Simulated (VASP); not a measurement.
Write the native input for VASP 6.6.1 that does the following.

```yaml
Task: single point
Functional: LDA
Potentials_or_basis: VASP PAW LDA potentials, release 64 (Bi_d)
Cutoff: 520 eV
k_mesh: 9 × 9 × 1
Occupations: fermi-dirac, width 0.05 eV
Spin: no spin polarisation
Dipole_correction: yes
Further_INCAR_settings: ALGO = Normal; EDIFF = 1e-06; NBANDS = 14
```

The structure of Bi lies in POSCAR:

```
Bi
1.0
    3.1293200000      0.0000000000      0.0000000000
    0.0000000000      3.1293200000      0.0000000000
    0.0000000000      0.0000000000     23.8000000000
Bi
1
Direct
    0.5000000000      0.5000000000      0.2941200000
```

One way to write it, as run:

INCAR

```
PREC = Accurate
ENCUT = 520
EDIFF = 1E-6
ISMEAR = -1
SIGMA = 0.05
LREAL = F
LASPH = T
NELM = 100
ALGO = Normal
ISIF = 2
LWAVE = F
LCHARG = F
LDIPOL = T
IDIPOL = 3
DIPOL = 0.5 0.5 0.294
NBANDS = 14
```

KPOINTS

```
regular mesh
0
Gamma
  9 9 1
```

Potentials or basis: VASP PAW LDA potentials, release 64 (Bi_d).

Launch:

```sh
$ cat potpaw_LDA.64/Bi_d/POTCAR > POTCAR
$ mpirun -np 1 vasp_std > vasp.out
```

It took 27 s on 1 thread of Intel Xeon 6975P-C, on a shared host, peak memory 0.26 GiB.
